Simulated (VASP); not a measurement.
# Si3Sn in VASP: a series of runs, part 2 of 2

VASP 6.6.1.

### 5 Single point, PBE

This run uses another cell than the first one: it holds 8 atoms, not 4.

INCAR reads:

```
PREC = Accurate ; ENCUT = 520
EDIFF = 1E-6 ; ISMEAR = 0
SIGMA = 0.2 ; LREAL = False
LASPH = True ; NELM = 60
ALGO = Normal ; ISIF = 2
LWAVE = False ; LCHARG = False
GGA = PE ; NBANDS = 36
```

KPOINTS reads:

```
regular mesh
0
Gamma
  6 6 2
```

POSCAR reads:

```
Si3Sn
1.0
    4.0603405396      0.0000000000      0.0000000000
    0.0000000000      4.0603405396      0.0000000000
    0.0000000000      0.0000000000     11.5941084616
Si Sn
6 2
Direct
    0.5000000000      0.0000000000      0.1123442059
    0.5000000000      0.0000000000      0.6123442059
    0.0000000000      0.5000000000      0.3876557941
    0.0000000000      0.5000000000      0.8876557941
    0.5000000000      0.5000000000      0.0000000000
    0.5000000000      0.5000000000      0.5000000000
    0.0000000000      1.0000000000      0.2500000000
    0.0000000000      1.0000000000      0.7500000000
```

Launch:

```bash
> cat potpaw_PBE.64/Si/POTCAR potpaw_PBE.64/Sn_d/POTCAR > POTCAR
> mpirun -np 1 vasp_std > vasp.out
```

It took 3.9 min on 1 thread of Intel Xeon 8259CL, shared host; peak memory 0.32 GiB.

Results (log left out):

| Property | Result |
| --- | --- |
| Free energy | -39.1946 eV |
| Pressure | -0.1 GPa |
| Largest force | 0.014 eV/Å |
| Band gap on the k mesh | 0.22 eV |

Forces on the atoms (eV/Å):
```
Si   0.000  0.000 -0.014
Si   0.000  0.000 -0.014
Si   0.000  0.000  0.014
Si   0.000  0.000  0.014
Si   0.000  0.000  0.000
Si   0.000  0.000  0.000
Sn   0.000  0.000  0.000
Sn   0.000  0.000  0.000
```

Stress tensor (GPa, compression positive):
```
-0.04  0.00  0.00
 0.00 -0.04  0.00
 0.00  0.00 -0.22
```

Levels at points of the mesh, in eV from the valence-band top:
```csv
k point,band 24,band 25,band 26,band 27,band 28,band 29
"(0.00, 0.00, 0.00)",-0.33,0.00,0.00,0.50,0.55,0.58
"(0.50, 0.00, 0.00)",-1.33,-0.88,-0.70,0.53,0.87,1.38
"(0.50, 0.50, 0.00)",-2.87,-2.87,-2.60,0.22,0.60,0.60
"(0.00, 0.00, 0.50)",-0.72,-0.72,-0.72,0.43,0.43,0.97
"(0.50, 0.00, 0.50)",-1.99,-0.80,-0.80,1.20,1.20,2.12
"(0.50, 0.50, 0.50)",-3.33,-3.25,-3.25,1.54,1.54,1.71
```

Caveat: spin-orbit coupling is left out, which moves the levels of the heavy elements. A k mesh can miss the band edges.

### 6 Single point, PBE

This run uses another cell than the first one, of 23.89 Å³/atom, 1.297 times its volume.

INCAR reads:

```
PREC = Accurate
ENCUT = 520
EDIFF = 1E-6
ISMEAR = 0
SIGMA = 0.01
LREAL = False
LASPH = True
NELM = 100
ALGO = Normal
ISIF = 2
LWAVE = False
LCHARG = False
GGA = PE
NBANDS = 21
```

KPOINTS reads:

```
Automatic mesh
0
Gamma
  10 10 6
```

POSCAR reads:

```
Si3Sn
1.0
    4.0603405396      0.0000000000      0.0000000000
    0.0000000000      4.0603405396      0.0000000000
    0.0000000000      0.0000000000      5.7970542308
Si Sn
3 1
Direct
    0.5000000000      0.0000000000      0.2246884118
    0.0000000000      0.5000000000      0.7753115882
    0.5000000000      0.5000000000      0.0000000000
    0.0000000000      0.0000000000      0.5000000000
```

Potentials or basis: VASP PAW PBE potentials, release 64 (Si, Sn_d).

Launch:

```bash
> cat potpaw_PBE.64/Si/POTCAR potpaw_PBE.64/Sn_d/POTCAR > POTCAR
> mpirun -np 1 vasp_std > vasp.out
```

It took 3 min on 1 thread of Intel Xeon 8259CL, shared host; peak memory 0.29 GiB.

Results (log left out):

- Free energy: -19.6139 eV
- Pressure: -0.1 GPa
- Band gap on the k mesh: 0.22 eV, indirect (least direct gap 0.50 eV)

Forces on the atoms (eV/Å):
```
Si   0.000  0.000  0.003
Si   0.000  0.000 -0.003
Si   0.000  0.000  0.000
Sn   0.000  0.000  0.000
```

Levels at points of the mesh, in eV from the valence-band top:
```tsv
k point	band 10	band 11	band 12	band 13	band 14	band 15	band 16	band 17
(0.00, 0.00, 0.00)	-2.99	-0.33	0.00	0.00	0.50	0.55	1.64	2.28
(0.50, 0.00, 0.00)	-3.77	-3.50	-2.02	-0.88	1.38	2.74	3.99	4.29
(0.50, 0.50, 0.00)	-3.12	-2.87	-2.87	-2.60	0.22	0.60	0.60	1.11
(0.00, 0.00, 0.50)	-2.50	-2.50	-1.37	-1.37	0.57	0.98	2.68	3.24
(0.50, 0.00, 0.50)	-1.97	-1.40	-1.33	-0.70	0.53	0.87	2.70	3.08
(0.50, 0.50, 0.50)	-3.71	-3.70	-3.70	-3.63	3.91	3.91	3.97	4.05
```

Caveat: spin-orbit coupling is left out, which moves the levels of the heavy elements. A k mesh can miss the band edges.

### 7 Single point, PBE

This run uses another cell than the first one: it holds 8 atoms, not 4.

INCAR reads:

```
ALGO = Normal ; EDIFF = 1E-7
ENCUT = 520 ; GGA = PE
ISIF = 2 ; ISMEAR = 0
LASPH = T ; LCHARG = F
LREAL = F ; LWAVE = F
NBANDS = 36 ; NELM = 60
PREC = Accurate ; SIGMA = 0.2
```

KPOINTS reads:

```
k-points
0
Gamma
  6 6 2
```

POSCAR reads:

```
Si3Sn
1.0
    4.0628497571     -0.0003571582     -0.0000476266
   -0.0003515563      4.0629799253     -0.0001175430
   -0.0000955036     -0.0007811056     11.5755464049
Si Sn
6 2
Direct
    0.4997814710     -0.0000555758      0.1122056352
    0.5000809103      0.0000671002      0.6122139789
   -0.0000828381      0.4999304839      0.3877853859
    0.0002109291      0.5000833031      0.8877845220
    0.5002022685      0.4999457303      0.0000010982
    0.4999358882      0.5000563069      0.5000093565
   -0.0002398941      0.9998960407      0.2499982922
    0.0001112650      1.0000766106      0.7500017312
```

Potentials or basis: VASP PAW PBE potentials, release 64 (Si, Sn_d).

Launch:

```bash
> cat potpaw_PBE.64/Si/POTCAR potpaw_PBE.64/Sn_d/POTCAR > POTCAR
> mpirun -np 1 vasp_std > vasp.out
```

OUTCAR:

```text
EDIFF = 1E-7
   ENCUT = 520
   GGA = PE
   ISIF = 2
   ISMEAR = 0
   LASPH = T
   LREAL = F
   NELM = 60
   PREC = Accurate

 ion  position               nearest neighbor table
   1  0.500  1.000  0.112-   5 2.41   5 2.41   7 2.58   7 2.58
   2  0.500  0.000  0.612-   6 2.41   6 2.41   8 2.58   8 2.58
   3  1.000  0.500  0.388-   6 2.41   6 2.41   7 2.58   7 2.58
   4  0.000  0.500  0.888-   5 2.41   5 2.41   8 2.58   8 2.58
   5  0.500  0.500  0.000-   1 2.41   4 2.41   4 2.41   1 2.41
   6  0.500  0.500  0.500-   2 2.41   3 2.41   2 2.41   3 2.41
   7  1.000  1.000  0.250-   1 2.58   3 2.58   3 2.58   1 2.58
   8  0.000  0.000  0.750-   4 2.58   2 2.58   2 2.58   4 2.58

  LATTYP: Found a triclinic cell.
 ALAT       =     4.0628497731
 B/A-ratio  =     1.4143595580
 C/A-ratio  =     4.0143516415
 COS(alpha) =     0.0000157884
 COS(beta)  =     0.4981113788
 COS(gamma) =     0.7071571261

  Lattice vectors:

 A1 = (  -4.0628497571,   0.0003571582,   0.0000476266)
 A2 = (  -4.0632013134,   4.0633370835,  -0.0000699164)
 A3 = (  -8.1249008980,  -8.1244644286, -11.5752160657)

Analysis of symmetry for initial positions (statically):
=====================================================================
 Subroutine PRICEL returns:
 Original cell was already a primitive cell.

 Routine SETGRP: Setting up the symmetry group for a
 triclinic supercell.

 Subroutine GETGRP returns: Found  1 space group operations
 (whereof  1 operations were pure point group operations)
 out of a pool of  2 trial point group operations.

The static configuration has the point symmetry C_1 .

Analysis of symmetry for dynamics (positions and initial velocities):
=====================================================================
[... 143 lines left out ...]
  volume/ion in A,a.u.               =      23.89       161.18
  Fermi-wavevector in a.u.,A,eV,Ry     =   1.060890  2.004791 15.313184  1.125487
  Thomas-Fermi vector in A             =   2.196287
   LORBIT       =      0    0 simple, 1 ext, 2 COOP (PROOUT), +10 PAW based schemes
   GGA     = PE    functional components
   LHFCALC =     F    Hartree Fock is set to
   AEXX    =    0.0000 exact exchange contribution
   IVDW    =     0    specifies the selected vdW correction
   LEPSILON=     F    determine dielectric tensor
   LRPA    =     F    only Hartree local field effects (RPA)
 non-spin polarized calculation
 Gauss-broadening in eV      SIGMA  =   0.20
  energy-cutoff  :      520.00
  volume of cell :      191.08
 maximum number of plane-waves:      5180
   NGX = 15   NGY = 15   NGZ = 43

 number of electron      52.0000014 magnetization

 Free energy of the ion-electron system (eV)
  ---------------------------------------------------
  ext. energy  EPLUGINS =         0.00000000
  ---------------------------------------------------
  free energy    TOTEN  =       -39.19486387 eV

  energy without entropy =      -39.18995759  energy(sigma->0) =      -39.19241073

 E-fermi :   5.9509     XC(G=0):  -9.2054

 val. band max:        5.7994461962   @ k =   0.0000   0.0000   0.0000
 cond. band min:       6.0251292546   @ k =   0.5000   0.5000  -0.0000
 fundamental gap:      0.2256830584
 Fermi energy:         5.9509041822

 k-point     1 :       0.0000    0.0000    0.0000
  band No.  band energies     occupation
      1     -15.4775      2.00000
      2     -15.4774      2.00000
      3     -15.4401      2.00000
      4     -15.4401      2.00000
      5     -15.4399      2.00000
      6     -15.4399      2.00000
[... 925 lines left out ...]
     35       9.8434      0.00000
     36       9.8435      0.00000

 [... further k-points ...]

------------------------ aborting loop because EDIFF is reached ----------------------------------------

  FORCE on cell =-STRESS in cart. coord.  units (eV):
  Direction    XX          YY          ZZ          XY          YZ          ZX
  --------------------------------------------------------------------------------------
  -------------------------------------------------------------------------------------
  Total       -0.0894515     -0.0917030     -0.1207465      0.0070403      0.0071352      0.0018280
  in kB       -0.7500346     -0.7689127     -1.0124377      0.0590313      0.0598271      0.0153273
  external PRESSURE =      -0.8437950 kB  Pullay stress =       0.0000000 kB

 VOLUME and BASIS-vectors are now :
 -----------------------------------------------------------------------------
  energy-cutoff  :      520.00
  volume of cell :      191.08
      direct lattice vectors                 reciprocal lattice vectors
     4.062849757 -0.000357158 -0.000047627     0.246132657  0.000021297  0.000002032
    -0.000351556  4.062979925 -0.000117543     0.000021637  0.246124772  0.000016608
    -0.000095504 -0.000781106 11.575546405     0.000001013  0.000002499  0.086389011

 POSITION                                       TOTAL-FORCE (eV/Angst)
 -----------------------------------------------------------------------------------
      2.03017      4.06249      1.29870         0.001725      0.000587      0.005772
      2.03170     -0.00038      7.08669        -0.000425      0.000296      0.005345
      4.06230      2.03055      4.48872         0.000299      0.000510     -0.004743
      0.00060      2.03113     10.27653        -0.000699     -0.000374     -0.004936
      2.03207      2.03109     -0.00007        -0.001972      0.000251     -0.000522
      2.03094      2.03115      5.78780         0.000711     -0.001028     -0.001145
      4.06150      4.06201      2.89370         0.001066      0.000416      0.000129
      0.00038     -0.00027      8.68168        -0.000706     -0.000659      0.000101
 -----------------------------------------------------------------------------------
    total drift:                                0.000009      0.000002     -0.000003

  FREE ENERGIE OF THE ION-ELECTRON SYSTEM (eV)
  ---------------------------------------------------
  free  energy   TOTEN  =       -39.1948638712 eV

  energy  without entropy=      -39.1899575916  energy(sigma->0) =      -39.19241073
```

stdout:

```text
POSCAR found type information on POSCAR SiSn
 POSCAR found :  2 types and       8 ions
 scaLAPACK will be used
 -----------------------------------------------------------------------------
|                                                                             |
|           W    W    AA    RRRRR   N    N  II  N    N   GGGG   !!!           |
[... 18 lines left out ...]
|                                                                             |
 -----------------------------------------------------------------------------

 LDA part: xc-table for (Slater+PW92), standard interpolation
 POSCAR, INCAR and KPOINTS ok, starting setup
 FFT: planning ... GRIDC
 FFT: planning ... GRID_SOFT
 FFT: planning ... GRID
 WAVECAR not read
 entering main loop
```

Run time: 6.3 min. Hardware: 1 thread of Intel Xeon 8259CL, shared host; peak memory 0.39 GiB.

What came out:

```
Free energy            : -39.1949 eV
Pressure               : -0.1 GPa
Largest force          : 0.006 eV/Å
Band gap on the k mesh : 0.23 eV
```

Forces in eV/Å, atoms in the order of the input:
```
Si   0.002  0.001  0.006
Si   0.000  0.000  0.005
Si   0.000  0.001 -0.005
Si  -0.001  0.000 -0.005
Si  -0.002  0.000 -0.001
Si   0.001 -0.001 -0.001
Sn   0.001  0.000  0.000
Sn  -0.001 -0.001  0.000
```

Caveat: spin-orbit coupling is left out, which moves the levels of the heavy elements. A k mesh can miss the band edges.

### 8 The runs side by side

| task | cell | k mesh | cutoff (eV) | smearing | gap on the mesh (eV) | pressure (GPa) | largest force (eV/Å) |
| --- | --- | --- | --- | --- | --- | --- | --- |
| single point | a = 3.735, b = 3.735, c = 5.281 Å, 4 atoms | 6 × 6 × 4 | 520 | gaussian 0.1 eV | 0.11 | 34.7 | 3.60 |
| single point | a = 4.061, b = 4.061, c = 5.782 Å, 4 atoms | 6 × 6 × 4 | 520 | gaussian 0.1 eV | 0.23 | 0.1 | 0.01 |
| relaxation of cell and atoms | relaxed from a = 3.735, b = 3.735, c = 5.281 Å, 4 atoms | 6 × 6 × 4 | 600 | gaussian 0.1 eV | 0.24 | -0.2 | 0.02 |
| single point | a = 4.060, b = 4.060, c = 11.594 Å, 8 atoms | 6 × 6 × 2 | 520 | gaussian 0.2 eV | 0.22 | -0.1 | 0.01 |
| single point | a = 4.060, b = 4.060, c = 5.797 Å, 4 atoms | 10 × 10 × 6 | 520 | gaussian 0.01 eV | 0.22 | -0.1 | - |
| single point | a = 4.063, b = 4.063, c = 11.576 Å, 8 atoms | 6 × 6 × 2 | 520 | gaussian 0.2 eV | 0.23 | -0.1 | 0.01 |

Alike in all rows: level PBE; potentials or basis VASP PAW PBE potentials, release 64 (Si, Sn_d); no spin polarisation.

Caveats: spin-orbit coupling is left out, which moves the levels of the heavy elements; forces of over 1 eV/Å act on the atoms, so gaps and moduli don't describe the material at rest (some runs); the volume moved by over 15 % at a fixed basis, so the end points are rough (some runs).

Absolute energies hang on the potentials; compare differences alone.
